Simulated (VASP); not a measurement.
Wanted: the native input for a VASP 6.6.1 run.

```yaml
Task: single point
Functional: PBEsol
Potentials_or_basis: VASP PAW PBE potentials, release 64 (F)
Cutoff: 520 eV
k_mesh: 4 × 4 × 2
Occupations: gaussian, width 0.05 eV
Spin: no spin polarisation
Dipole_correction: no
Further_INCAR_settings: ALGO = Normal; EDIFF = 1e-07; NBANDS = 22
```

The structure of F lies in POSCAR:

```
F
1.0
    3.0712726503     -1.7651656529     -0.2368830422
    3.0712726503      1.7651656529     -0.2368830422
   -2.3093624171      0.0000000000      7.0690049337
F
4
Direct
    0.0848459664      0.0848459664      0.0940038325
    0.9151540336      0.9151540336      0.9059961675
    0.5015719855      0.5015719855      0.5937195244
    0.4984280145      0.4984280145      0.4062804756
```

This cell differs from its parent crystal: atoms shifted along a free coordinate.

These files were run (other wordings do the same):

INCAR

```
SYSTEM = F
  ALGO = Normal
  EDIFF = 1E-7
  ENCUT = 520
  GGA = PS
  ISIF = 2
  ISMEAR = 0
  LASPH = .TRUE.
  LCHARG = .FALSE.
  LREAL = .FALSE.
  LWAVE = .FALSE.
  NBANDS = 22
  NELM = 80
  PREC = Accurate
  SIGMA = 0.05
```

KPOINTS

```
k-points
0
G
  4 4 2
  0 0 0
```

Potentials or basis: VASP PAW PBE potentials, release 64 (F).

Launch:

```console
$ cat potpaw_PBE.64/F/POTCAR > POTCAR
$ mpirun -np 1 vasp_std > vasp.out
```

Results of the run:

```json
{
  "Pressure": "1.5 GPa",
  "Largest force": "0.971 eV/Å",
  "Band gap on the k mesh": "3.15 eV (least direct gap 3.24 eV)"
}
```

Caveat: the k points lie up to 0.52 Å⁻¹ apart; the cell differs from its parent crystal (atoms shifted along a free coordinate); this functional lacks dispersion, which holds the molecules together, so the pressure and a relaxed volume are unreliable; the PAW data sets were made with another functional, which shifts forces and pressure a little.

It took 72 s on 1 thread of AMD EPYC 7571 (shared host), peak memory 0.16 GiB.
